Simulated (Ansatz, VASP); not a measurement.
## Two plane-wave programs on SiO2

```
Si O
1.0
    -4.09282    4.09282    4.09282
     4.09282   -4.09282    4.09282
     4.09282    4.09282   -4.09282
Si O
8 16
Direct
  0.50000 0.00000 0.77574
  0.27574 0.27574 0.27574
  0.50000 0.00000 0.22426
  0.72426 0.72426 0.72426
  0.77574 0.50000 0.00000
  0.00000 0.22426 0.50000
  0.22426 0.50000 0.00000
  0.00000 0.77574 0.50000
  0.69739 0.94739 0.75000
  0.75000 0.69739 0.94739
  0.80261 0.55261 0.25000
  0.75000 0.19739 0.44739
  0.05261 0.25000 0.30261
  0.50000 0.00000 0.00000
  0.25000 0.80261 0.55261
  0.44739 0.75000 0.19739
  0.30261 0.05261 0.25000
  0.19739 0.44739 0.75000
  0.94739 0.75000 0.69739
  0.50000 0.50000 0.50000
  0.25000 0.30261 0.05261
  0.00000 0.50000 0.00000
  0.00000 0.00000 0.50000
  0.55261 0.25000 0.80261
```

Alike in both runs: functional r2SCAN; k mesh 4 × 4 × 4; occupations gaussian, width 0.02 eV; no spin polarisation.

Ansatz relaxed the structure, and its values are those at the end. VASP's run is a single point on that final structure, the one shown.

|  | VASP | Ansatz |
| --- | --- | --- |
| version | VASP 6.6.1 | Ansatz 0.2.0 |
| potentials or method | VASP PAW PBE potentials, release 64 (Si, O), cutoff 520 eV | scalar-relativistic, plane waves, PAW |
| valence electrons in the cell | 128 | 128 |

```csv
,VASP,Ansatz,Ansatz less VASP
gap on the k mesh at the Fermi level (eV),6.99,6.98,-0.006
least direct gap on the mesh (eV),7.07,7.07,-0.005
pressure (GPa),5.7,5.4,-0.31
rms of the force components (eV/Å),0.008,0.002,-0.0060
```

VASP's potentials were made for PBE, not for r2SCAN. Ansatz's warnings: stress scf threshold loose.
